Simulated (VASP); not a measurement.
Here is a VASP 6.6.1 calculation.

The input INCAR:

```
ALGO = Fast
EDIFF = 1E-6
ENCUT = 520
GGA = PE
ISIF = 2
ISMEAR = 0
LASPH = True
LCHARG = False
LREAL = False
LWAVE = False
NBANDS = 26
NELM = 100
PREC = Accurate
SIGMA = 0.15
```

Contents of KPOINTS:

```
k-points
0
Gamma
  10 10 10
```

POSCAR

```
Al2Cu
1.0
   -2.9353500000      2.9353500000      2.3680500000
    2.9353500000     -2.9353500000      2.3680500000
    2.9353500000      2.9353500000     -2.3680500000
Al Cu
4 2
Direct
    0.1587211657      0.6587211657      0.8174423314
    0.6587211657      0.8412788343      0.5000000000
    0.8412788343      0.3412788343      0.1825576686
    0.3412788343      0.1587211657      0.5000000000
    0.7500000000      0.7500000000      0.0000000000
    0.2500000000      0.2500000000      0.0000000000
```

Potentials or basis: VASP PAW PBE potentials, release 64 (Al, Cu).

Command:

```sh
$ cat potpaw_PBE.64/Al/POTCAR potpaw_PBE.64/Cu/POTCAR > POTCAR
$ mpirun -np 1 vasp_std > vasp.out
```

Problem. What does it give for the band gap on the k mesh?

Solution. Zero (band 17 reaches 11.72 eV, above the bottom of band 18 at 7.13 eV).

Problem. Predict the pressure.

Solution. 11.4 GPa.

Stress tensor (GPa, compression positive):
```
11.35  0.00  0.00
 0.00 11.35  0.00
 0.00  0.00 11.46
```
